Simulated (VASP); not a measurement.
Set up this calculation in VASP 6.6.1, as the native input.

| Quantity | Value |
| --- | --- |
| Task | single point |
| Functional | PBE |
| Potentials or basis | VASP PAW PBE potentials, release 64 (In_d, Sb) |
| Cutoff | 520 eV |
| k mesh | 16 × 16 × 16 |
| Occupations | gaussian, width 0.15 eV |
| Spin | no spin polarisation |
| Dipole correction | no |
| Further INCAR settings | ALGO = Normal; EDIFF = 1e-07; NBANDS = 16 |

The structure of InSb lies in POSCAR:

```
InSb
1.0
   -2.9088500000      2.9088500000      1.6177544584
    2.9088500000     -2.9088500000      1.6177544584
    2.9088500000      2.9088500000     -1.6177544584
In Sb
1 1
Direct
    0.2500000000      0.7500000000      0.5000000000
    0.0000000000      0.0000000000      0.0000000000
```

These files were run (other wordings do the same):

INCAR

```
PREC     = Accurate       # precision mode
ENCUT    = 520            # plane-wave cutoff, eV
EDIFF    = 1E-7           # SCF threshold, eV
ISMEAR   = 0              # smearing method
SIGMA    = 0.15           # smearing width, eV
LREAL    = False          # projectors in reciprocal space
LASPH    = True           # aspherical terms in the spheres
NELM     = 60             # most SCF steps
ALGO     = Normal         # electronic algorithm
ISIF     = 2              # what is computed and relaxed
LWAVE    = False          # write WAVECAR
LCHARG   = False          # write CHGCAR
GGA      = PE             # functional
NBANDS   = 16             # bands
```

KPOINTS

```
regular mesh
0
Gamma
  16 16 16
```

Potentials or basis: VASP PAW PBE potentials, release 64 (In_d, Sb).

The run is started by

```sh
$ cat potpaw_PBE.64/In_d/POTCAR potpaw_PBE.64/Sb/POTCAR > POTCAR
$ mpirun -np 1 vasp_std > vasp.out
```

Results of the run:

```json
{
 "Pressure": "1.8 GPa",
 "Band gap on the k mesh": "zero (band 9 reaches 9.27 eV, above the bottom of band 10 at 4.77 eV)"
}
```

Caveat: spin-orbit coupling is left out, which moves the levels of the heavy elements.

It took 4.7 min on 1 thread of Intel Xeon 6975P-C (shared host), peak memory 0.46 GiB.
